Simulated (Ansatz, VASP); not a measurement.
# AlFe3B in VASP and in Ansatz

Contents of INCAR:

```
SYSTEM = AlFe3B
PREC = Accurate
ENCUT = 520
EDIFF = 1E-6
ISMEAR = 0
SIGMA = 0.1
LREAL = .False.
LASPH = .True.
NELM = 150
ALGO = Fast
ISIF = 2
LWAVE = .False.
LCHARG = .False.
ISPIN = 2
MAGMOM = 0 4 4 4 0
LORBIT = 11
LMAXMIX = 4
GGA = PE
NBANDS = 27
```

The input KPOINTS:

```
regular mesh
0
Gamma
  10 10 10
  0 0 0
```

File POSCAR:

```
AlFe3B
1.0
    3.7750398769      0.0000000000      0.0000000000
    0.0000000000      3.7750398769      0.0000000000
    0.0000000000      0.0000000000      3.7750398769
Al Fe B
1 3 1
Direct
    0.5000000000      0.5000000000      0.5000000000
    0.5000000000      0.0000000000      0.0000000000
    0.0000000000      0.5000000000      0.0000000000
    0.0000000000      0.0000000000      0.5000000000
    0.0000000000      0.0000000000      0.0000000000
```

Input for Ansatz:

```yaml
crystal:
  lattice:
    - [3.7750398769, 0.0, 0.0]
    - [0.0, 3.7750398769, 0.0]
    - [0.0, 0.0, 3.7750398769]
  atoms:
    - { symbol: Al, position: [0.5, 0.5, 0.5] }
    - { symbol: Fe, position: [0.5, 0.0, 0.0], spin: 4.0 }
    - { symbol: Fe, position: [0.0, 0.5, 0.0], spin: 4.0 }
    - { symbol: Fe, position: [0.0, 0.0, 0.5], spin: 4.0 }
    - { symbol: B, position: [0.0, 0.0, 0.0] }
basis:
  ecutwfc: 420
kpoints:
  mp_grid: { grid: [10, 10, 10] }
hamiltonian:
  xc: pbe
scf:
  occupations: { method: gaussian, width: 0.1 }
output:
  forces: true
  stress: true
  eigenvalues: true
  populations: true
magnetization:
  spin_polarized: true
```

Alike in both runs: task single point; functional PBE; k mesh 10 × 10 × 10; occupations gaussian, width 0.1 eV; collinear spin.

|  | VASP | Ansatz |
| --- | --- | --- |
| version | VASP 6.6.1 | Ansatz 0.2.0 |
| potentials or method | VASP PAW PBE potentials, release 64 (Al, Fe, B), cutoff 520 eV | scalar-relativistic, plane waves, PAW |
| valence electrons in the cell | 30 | 54 |

|  | VASP | Ansatz | Ansatz less VASP |
| --- | --- | --- | --- |
| gap on the k mesh at the Fermi level (eV) | none | none | - |
| pressure (GPa) | 6.8 | 6.3 | -0.46 |
| net moment per atom (μB) | 0.81 | 0.81 | -0.001 |
| size of the moment on the site where the two differ most (μB) | 1.45 | 1.35 | -0.101 |

Site moments also hang on the region over which each program counts them. A gap of «none» marks a metal or a gap that the smearing closes. With one functional, cell and mesh, what is left measures potentials, basis and numerics. VASP's potentials hold 30 valence electrons a cell and Ansatz's 54, so a difference there can come from the potentials and not from the codes.
